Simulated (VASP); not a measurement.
# Ta4H3 in VASP: a series of runs

Ta4H3 is run at these levels: PBE; tasks: single point.

Everything below comes from runs of VASP 6.6.1. Logs are shortened: lines on timing, memory, paths and dates and some standing lists are left out, and cuts for length are marked.

**1. The cell of the first run**

Symmetry: P222, No. 16, orthorhombic system. Conventional cell: a = 3.482 Å, b = 4.788 Å, c = 4.836 Å, α = 90.00°, β = 90.00°, γ = 90.00°. Within 2.5 Å of Ta (site symmetry 1) lie 3 H at 1.91 to 1.95 Å. Within 2.6 Å of H (site symmetry 222) lie 4 Ta at 1.95 Å and 2 H at 2.42 Å. Within 2.5 Å of H (site symmetry 222) lie 4 Ta at 1.91 Å and 2 H at 2.42 Å. H (site symmetry 222) has 4 Ta at 1.91 Å within 2.5 Å.

**2. Single point, PBE**

INCAR reads:

```
ALGO = Normal
EDIFF = 1E-6
ENCUT = 520
GGA = PE
ISIF = 2
ISMEAR = 0
LASPH = True
LCHARG = False
LREAL = False
LWAVE = False
NBANDS = 32
NELM = 80
PREC = Accurate
SIGMA = 0.1
```

KPOINTS reads:

```
k-points
0
Gamma
  10 6 6
```

POSCAR reads:

```
Ta4H3
1.0
    3.4816083783      0.0000000000      0.0000000000
    0.0000000000      4.7879208364      0.0000000000
    0.0000000000      0.0000000000      4.8357350567
Ta H
4 3
Direct
    0.2467074997      0.2449388661      0.7558947279
    0.7532925003      0.2449388661      0.2441052721
    0.2467074997      0.7550611339      0.2441052721
    0.7532925003      0.7550611339      0.7558947279
    0.5000000000      0.5000000000      0.5000000000
    0.5000000000      0.5000000000      0.0000000000
    0.0000000000      0.0000000000      0.5000000000
```

Potentials or basis: VASP PAW PBE potentials, release 64 (Ta_pv, H).

Run with:

```sh
$ cat potpaw_PBE.64/Ta_pv/POTCAR potpaw_PBE.64/H/POTCAR > POTCAR
$ mpirun -np 1 vasp_std > vasp.out
```

OUTCAR:

```text
EDIFF = 1E-6
   ENCUT = 520
   GGA = PE
   ISIF = 2
   ISMEAR = 0
   LASPH = True
   LREAL = False
   NELM = 80
   PREC = Accurate

 ion  position               nearest neighbor table
   1  0.247  0.245  0.756-   7 1.91   6 1.91   5 1.95   4 2.91   2 2.92   4 2.93   2 2.95   4 2.99
                             2 3.01   4 3.01   2 3.04   3 3.33   3 3.40   3 3.41   3 3.48
   2  0.753  0.245  0.244-   7 1.91   6 1.91   5 1.95   3 2.91   1 2.92   3 2.93   1 2.95   3 2.99
                             1 3.01   3 3.01   1 3.04   4 3.33   4 3.40   4 3.41   4 3.48
   3  0.247  0.755  0.244-   7 1.91   6 1.91   5 1.95   2 2.91   4 2.92   2 2.93   4 2.95   2 2.99
                             4 3.01   2 3.01   4 3.04   1 3.33   1 3.40   1 3.41   1 3.48
   4  0.753  0.755  0.756-   7 1.91   6 1.91   5 1.95   1 2.91   3 2.92   1 2.93   3 2.95   1 2.99
                             3 3.01   1 3.01   3 3.04   2 3.33   2 3.40   2 3.41   2 3.48
   5  0.500  0.500  0.500-   1 1.95   2 1.95   3 1.95   4 1.95
   6  0.500  0.500  0.000-   1 1.91   2 1.91   3 1.91   4 1.91
   7  0.000  0.000  0.500-   1 1.91   2 1.91   3 1.91   4 1.91

  LATTYP: Found a simple orthorhombic cell.
 ALAT       =     3.4816083783
 B/A-ratio  =     1.3752037323
 C/A-ratio  =     1.3889371036

  Lattice vectors:

 A1 = (   3.4816083783,   0.0000000000,   0.0000000000)
 A2 = (   0.0000000000,   4.7879208364,   0.0000000000)
 A3 = (   0.0000000000,   0.0000000000,   4.8357350567)

Analysis of symmetry for initial positions (statically):
=====================================================================
 Subroutine PRICEL returns:
 Original cell was already a primitive cell.

 Routine SETGRP: Setting up the symmetry group for a
 simple orthorhombic supercell.

 Subroutine GETGRP returns: Found  4 space group operations
 (whereof  4 operations were pure point group operations)
 out of a pool of  8 trial point group operations.

The static configuration has the point symmetry D_2 .

Analysis of symmetry for dynamics (positions and initial velocities):
=====================================================================
 Subroutine PRICEL returns:
 Original cell was already a primitive cell.

 Routine SETGRP: Setting up the symmetry group for a
 simple orthorhombic supercell.

 Subroutine GETGRP returns: Found  4 space group operations
 (whereof  4 operations were pure point group operations)
 out of a pool of  8 trial point group operations.

The dynamic configuration has the point symmetry D_2 .

 Subroutine INISYM returns: Found  4 space group operations
 (whereof  4 operations are pure point group operations),
 and found     1 'primitive' translations

----------------------------------------------------------------------------------------

                                     Primitive cell

  volume of cell :      80.6101

  direct lattice vectors                    reciprocal lattice vectors
     3.481608378  0.000000000  0.000000000     0.287223574  0.000000000  0.000000000
     0.000000000  4.787920836  0.000000000     0.000000000  0.208858925  0.000000000
     0.000000000  0.000000000  4.835735057     0.000000000  0.000000000  0.206793794

  length of vectors
     3.481608378  4.787920836  4.835735057     0.287223574  0.208858925  0.206793794

  position of ions in fractional coordinates (direct lattice)
     0.246707500  0.244938866  0.755894728
     0.753292500  0.244938866  0.244105272
     0.246707500  0.755061134  0.244105272
     0.753292500  0.755061134  0.755894728
     0.500000000  0.500000000  0.500000000
     0.500000000  0.500000000  0.000000000
     0.000000000  0.000000000  0.500000000

  ion indices of the primitive-cell ions
   primitive index   ion index
                 1           1
                 2           2
                 3           3
                 4           4
                 5           5
                 6           6
                 7           7

----------------------------------------------------------------------------------------

 KPOINTS: k-points

Automatic generation of k-mesh.
 Grid dimensions read from file:
 generate k-points for:   10    6    6

 Generating k-lattice:

  Cartesian coordinates                     Fractional coordinates (reciprocal lattice)
     0.028722357  0.000000000  0.000000000     0.100000000  0.000000000  0.000000000
     0.000000000  0.034809821  0.000000000     0.000000000  0.166666667  0.000000000
     0.000000000  0.000000000  0.034465632     0.000000000  0.000000000  0.166666667

  Length of vectors
     0.028722357  0.034809821  0.034465632

  Shift w.r.t. Gamma in fractional coordinates (k-lattice)
     0.000000000  0.000000000  0.000000000

 Subroutine IBZKPT returns following result:
 ===========================================

 Found     96 irreducible k-points:

 Following reciprocal coordinates:
            Coordinates               Weight
  0.000000  0.000000  0.000000      1.000000
  0.100000  0.000000  0.000000      2.000000
  0.200000  0.000000  0.000000      2.000000
  0.300000  0.000000  0.000000      2.000000
  0.400000  0.000000  0.000000      2.000000
  0.500000  0.000000  0.000000      1.000000
[... 16 lines left out ...]
  0.400000  0.500000  0.000000      2.000000
  0.500000  0.500000  0.000000      1.000000
 [... further k-points ...]
   k-points           NKPTS =     96   k-points in BZ     NKDIM =     96   number of bands    NBANDS=     32
   number of dos      NEDOS =    301   number of ions     NIONS =      7
   total plane-waves  NPLWV =  36288
   dimension x,y,z NGX =    28 NGY =   36 NGZ =   36
   dimension x,y,z NGXF=    56 NGYF=   72 NGZF=   72
   ions per type =               4   3
   NGX,Y,Z   is equivalent  to a cutoff of  13.37, 12.50, 12.38 a.u.
   NGXF,Y,Z  is equivalent  to a cutoff of  26.74, 25.00, 24.75 a.u.
 SYSTEM =  unknown system
   PREC   = accura    normal or accurate (medium, high low for compatibility)
   ISTART =      0    job   : 0-new  1-cont  2-samecut
   ICHARG =      2    charge: 1-file 2-atom 10-const
   ISPIN  =      1    spin polarized calculation?
   LNONCOLLINEAR =      F non collinear calculations
   LSORBIT =      F    spin-orbit coupling
   LASPH  =      T    aspherical Exc in radial PAW
   ENCUT  =  520.0 eV  38.22 Ry    6.18 a.u.   6.47  8.90  8.99*2*pi/ulx,y,z
   NELM   =     80;   NELMIN=  2; NELMDL= -5     # of ELM steps
   EDIFF  = 0.1E-05   stopping-criterion for ELM
   LREAL  =      F    real-space projection
   EDIFFG = 0.1E-04   stopping-criterion for IOM
   NSW    =      0    number of steps for IOM
   IBRION =     -1    ionic relax: 0-MD 1-quasi-New 2-CG
   NFREE  =      0    steps in history (QN), initial steepest desc. (CG)
   ISIF   =      2    stress and relaxation
   ISYM   =      2    0-nonsym 1-usesym 2-fastsym
   POTIM  = 0.5000    time-step for ionic-motion
   TEBEG  =    0.0;   TEEND  =   0.0 temperature during run
   PSTRESS=    0.0 pullay stress
   NELECT =      47.0000    total number of electrons
   NUPDOWN=      -1.0000    fix difference up-down
   EMIN   =  10.00;   EMAX   =-10.00  energy-range for DOS
   EFERMI =   0.00;   METHOD = LEGACY
   ISMEAR =     0;   SIGMA  =   0.10  broadening in eV -4-tet -1-fermi 0-gaus
   EFERMI_NEDOS =   21; number of points for ismear=-14 and -15
   IALGO  =     38    algorithm
   IMIX   =      4    mixing-type and parameters
     AMIX     =   0.40;   BMIX     =  1.00
     AMIX_MAG =   1.60;   BMIX_MAG =  1.00
  volume/ion in A,a.u.               =      11.52        77.71
  Fermi-wavevector in a.u.,A,eV,Ry     =   1.367658  2.584500 25.449557  1.870490
  Thomas-Fermi vector in A             =   2.493691
   LORBIT       =      0    0 simple, 1 ext, 2 COOP (PROOUT), +10 PAW based schemes
   GGA     = PE    functional components
   LHFCALC =     F    Hartree Fock is set to
   AEXX    =    0.0000 exact exchange contribution
   IVDW    =     0    specifies the selected vdW correction
   LEPSILON=     F    determine dielectric tensor
   LRPA    =     F    only Hartree local field effects (RPA)
 non-spin polarized calculation
 Gauss-broadening in eV      SIGMA  =   0.10
  energy-cutoff  :      520.00
  volume of cell :       80.61
 maximum number of plane-waves:      2194
 NGX is ok and might be reduce to    28
   NGX = 13   NGY = 17   NGZ = 17

 number of electron      47.0000002 magnetization

 Free energy of the ion-electron system (eV)
  ---------------------------------------------------
  ext. energy  EPLUGINS =         0.00000000
  ---------------------------------------------------
  free energy    TOTEN  =       -58.63170642 eV

  energy without entropy =      -58.62320645  energy(sigma->0) =      -58.62745644

 E-fermi :   5.5591     XC(G=0): -12.4131

 val. band max:        5.5467986196   @ k =   0.0000   0.3333   0.0000
 cond. band min:       5.5614026496   @ k =   0.5000   0.3333   0.5000
 fundamental gap:      0.0146040300
 Fermi energy:         5.5590865908

 k-point     1 :       0.0000    0.0000    0.0000
  band No.  band energies     occupation
      1     -29.2895      2.00000
      2     -29.0748      2.00000
      3     -28.9054      2.00000
      4     -28.8616      2.00000
      5     -28.8349      2.00000
      6     -28.5289      2.00000
[... 24 lines left out ...]
     31      10.4531      0.00000
     32      10.9756      0.00000

 k-point     2 :       0.1000    0.0000    0.0000
  band No.  band energies     occupation
      1     -29.2690      2.00000
      2     -29.0550      2.00000
      3     -28.8935      2.00000
      4     -28.8484      2.00000
      5     -28.8301      2.00000
      6     -28.5407      2.00000
[... 24 lines left out ...]
     31       9.9131      0.00000
     32       9.9795      0.00000
[... 733 lines left out ...]
     31       9.1029      0.00000
     32       9.1782      0.00000

 k-point    24 :       0.5000    0.5000    0.0000
  band No.  band energies     occupation
      1     -29.1090      2.00000
      2     -29.0784      2.00000
      3     -28.8761      2.00000
      4     -28.8648      2.00000
      5     -28.6706      2.00000
      6     -28.6606      2.00000
[... 24 lines left out ...]
     31       9.0618      0.00000
     32       9.0931      0.00000

 [... further k-points ...]
[... 5 lines left out ...]
  --------------------------------------------------------------------------------------
  -------------------------------------------------------------------------------------
  Total        0.0404569      0.0668658      0.0800670      0.0000000      0.0000000      0.0000000
  in kB        0.8041070      1.3289999      1.5913840      0.0000000      0.0000000      0.0000000
  external PRESSURE =       1.2414970 kB  Pullay stress =       0.0000000 kB

 VOLUME and BASIS-vectors are now :
 -----------------------------------------------------------------------------
  energy-cutoff  :      520.00
  volume of cell :       80.61
      direct lattice vectors                 reciprocal lattice vectors
     3.481608378  0.000000000  0.000000000     0.287223574  0.000000000  0.000000000
     0.000000000  4.787920836  0.000000000     0.000000000  0.208858925  0.000000000
     0.000000000  0.000000000  4.835735057     0.000000000  0.000000000  0.206793794

 POSITION                                       TOTAL-FORCE (eV/Angst)
 -----------------------------------------------------------------------------------
      0.85894      1.17275      3.65531        -0.004803     -0.008125      0.008201
      2.62267      1.17275      1.18043         0.004803     -0.008125     -0.008201
      0.85894      3.61517      1.18043        -0.004803      0.008125     -0.008201
      2.62267      3.61517      3.65531         0.004803      0.008125      0.008201
      1.74080      2.39396      2.41787         0.000000      0.000000      0.000000
      1.74080      2.39396      0.00000         0.000000      0.000000      0.000000
      0.00000      0.00000      2.41787         0.000000      0.000000      0.000000
 -----------------------------------------------------------------------------------
    total drift:                                0.000000     -0.000000      0.000000

  FREE ENERGIE OF THE ION-ELECTRON SYSTEM (eV)
  ---------------------------------------------------
  free  energy   TOTEN  =       -58.6317064206 eV

  energy  without entropy=      -58.6232064533  energy(sigma->0) =      -58.62745644
```

Wall time 6.5 min (1 thread of AMD EPYC 7R13, shared host); peak memory 0.28 GiB.

Results:

| Item | Value |
| --- | --- |
| Free energy | -58.6317 eV |
| Pressure | 0.1 GPa |
| Largest force | 0.013 eV/Å |

Forces in eV/Å, atoms in the order of the input:
```
Ta  -0.005 -0.008  0.008
Ta   0.005 -0.008 -0.008
Ta  -0.005  0.008 -0.008
Ta   0.005  0.008  0.008
H    0.000  0.000  0.000
H    0.000  0.000  0.000
H    0.000  0.000  0.000
```

Caveat: spin-orbit coupling is left out, which moves the levels of the heavy elements.

**3. Single point, PBE (volume scaled by 1.03, then relaxed in part)**

INCAR reads:

```
PREC     = Accurate       # precision mode
ENCUT    = 520            # plane-wave cutoff, eV
EDIFF    = 1E-6           # SCF threshold, eV
ISMEAR   = 0              # smearing method
SIGMA    = 0.1            # smearing width, eV
LREAL    = False          # projectors in reciprocal space
LASPH    = True           # aspherical terms in the spheres
NELM     = 80             # most SCF steps
ALGO     = Normal         # electronic algorithm
ISIF     = 2              # what is computed and relaxed
LWAVE    = False          # write WAVECAR
LCHARG   = False          # write CHGCAR
GGA      = PE             # functional
NBANDS   = 32             # bands
```

KPOINTS reads:

```
Automatic mesh
0
Gamma
  10 6 6
```

POSCAR reads:

```
Ta4H3
1.0
    3.5311420034      0.0000000000      0.0000000000
    0.0000000000      4.8233755342      0.0000000000
    0.0000000000      0.0000000000      4.8748397533
Ta H
4 3
Direct
    0.2466908597      0.2447661349      0.7561150330
    0.7533091403      0.2447661349      0.2438849670
    0.2466908597      0.7552338651      0.2438849670
    0.7533091403      0.7552338651      0.7561150330
    0.5000000000      0.5000000000      0.5000000000
    0.5000000000      0.5000000000      0.0000000000
    0.0000000000      0.0000000000      0.5000000000
```

Potentials or basis: VASP PAW PBE potentials, release 64 (Ta_pv, H).

Run with:

```sh
$ cat potpaw_PBE.64/Ta_pv/POTCAR potpaw_PBE.64/H/POTCAR > POTCAR
$ mpirun -np 1 vasp_std > vasp.out
```

Wall time 7 min (1 thread of AMD EPYC 7R13, shared host); peak memory 0.29 GiB.

The run converged. Its results:

- Free energy: -58.5918 eV
- Pressure: -5.5 GPa
- Largest force: 0.012 eV/Å

Forces in eV/Å, atoms in the order of the input:
```
Ta  -0.010 -0.004  0.003
Ta   0.010 -0.004 -0.003
Ta  -0.010  0.004 -0.003
Ta   0.010  0.004  0.003
H    0.000  0.000  0.000
H    0.000  0.000  0.000
H    0.000  0.000  0.000
```

Levels at points of the mesh, in eV from the Fermi level:
| k point | band 22 | band 23 | band 24 | band 25 | band 26 | band 27 |
| --- | --- | --- | --- | --- | --- | --- |
| (0.00, 0.00, 0.00) | -0.17 | -0.07 | 0.41 | 2.34 | 2.95 | 3.07 |
| (0.50, 0.00, 0.00) | -1.41 | 0.18 | 0.33 | 0.65 | 0.68 | 2.31 |
| (0.00, 0.50, 0.00) | -0.58 | -0.13 | 0.12 | 0.55 | 0.74 | 2.08 |
| (0.50, 0.50, 0.00) | -1.28 | -1.20 | -1.10 | 2.05 | 2.30 | 2.57 |
| (0.00, 0.00, 0.50) | -0.59 | -0.14 | 0.01 | 0.58 | 0.84 | 1.98 |
| (0.50, 0.00, 0.50) | -1.28 | -1.27 | -1.09 | 2.14 | 2.21 | 2.23 |
| (0.00, 0.50, 0.50) | -0.34 | -0.23 | 0.28 | 0.44 | 0.58 | 0.62 |
| (0.50, 0.50, 0.50) | -0.89 | 0.25 | 0.36 | 2.30 | 2.43 | 2.47 |

Caveat: spin-orbit coupling is left out, which moves the levels of the heavy elements.

[end of part 1 of 2]
